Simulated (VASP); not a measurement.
Write the native input for VASP 6.6.1 that does the following.

```yaml
Task: single point
Functional: r2SCAN
Potentials_or_basis: VASP PAW PBE potentials, release 64 (Sc_sv, Al)
Cutoff: 520 eV
k_mesh: 6 × 6 × 3
Occupations: gaussian, width 0.01 eV
Spin: no spin polarisation
Dipole_correction: no
Further_INCAR_settings: ALGO = Normal; EDIFF = 1e-06; NBANDS = 34
```

Sc2Al:

```
CELL_PARAMETERS angstrom
4.89261 0.00000 0.00000
-2.44631 4.23713 0.00000
0.00000 0.00000 6.16142
ATOMIC_POSITIONS crystal
Sc 0.00000 0.00000 0.00000
Sc 0.00000 0.00000 0.50000
Sc 0.33333 0.66667 0.75000
Sc 0.66667 0.33333 0.25000
Al 0.33333 0.66667 0.25000
Al 0.66667 0.33333 0.75000
```

One way to write it, as run:

POSCAR

```
Sc2Al
1.0
    4.8926114005      0.0000000000      0.0000000000
   -2.4463057002      4.2371257637      0.0000000000
    0.0000000000      0.0000000000      6.1614205700
Sc Al
4 2
Direct
    0.0000000000      0.0000000000      0.0000000000
    0.0000000000      0.0000000000      0.5000000000
    0.3333333333      0.6666666667      0.7500000000
    0.6666666667      0.3333333333      0.2500000000
    0.3333333333      0.6666666667      0.2500000000
    0.6666666667      0.3333333333      0.7500000000
```

INCAR.step1

```
SYSTEM = Sc2Al
  PREC = Accurate
  ENCUT = 520
  ISMEAR = 0
  SIGMA = 0.01
  LREAL = .FALSE.
  LASPH = .TRUE.
  NELM = 60
  NBANDS = 34
  GGA = PE
  ALGO = Normal
  EDIFF = 1E-4
  LWAVE = .TRUE.
  LCHARG = .FALSE.
```

INCAR.step2

```
SYSTEM = Sc2Al
  PREC = Accurate
  ENCUT = 520
  EDIFF = 1E-6
  ISMEAR = 0
  SIGMA = 0.01
  LREAL = .FALSE.
  LASPH = .TRUE.
  NELM = 60
  ALGO = Normal
  ISIF = 2
  LWAVE = .FALSE.
  LCHARG = .FALSE.
  METAGGA = R2SCAN
  LMIXTAU = .TRUE.
  NBANDS = 34
  ISTART = 1
```

KPOINTS

```
regular mesh
0
G
  6 6 3
  0 0 0
```

Potentials or basis: VASP PAW PBE potentials, release 64 (Sc_sv, Al).

The run is started by

```sh
$ cat potpaw_PBE.64/Sc_sv/POTCAR potpaw_PBE.64/Al/POTCAR > POTCAR
$ cp INCAR.step1 INCAR
$ mpirun -np 1 vasp_std > vasp.out
$ cp INCAR.step2 INCAR
$ mpirun -np 1 vasp_std > vasp.out
```

Results of the run:

```json
{"Pressure": "0.1 GPa", "Band gap on the k mesh": "zero (band 25 reaches 5.21 eV, above the bottom of band 26 at 4.57 eV)"}
```

Caveat: the PAW data sets were made with another functional, which shifts forces and pressure a little.

It took 90 s on 1 thread of Intel(R) Xeon(R) 6975P-C (Granite Rapids), with other jobs on the host, peak memory 0.27 GiB.
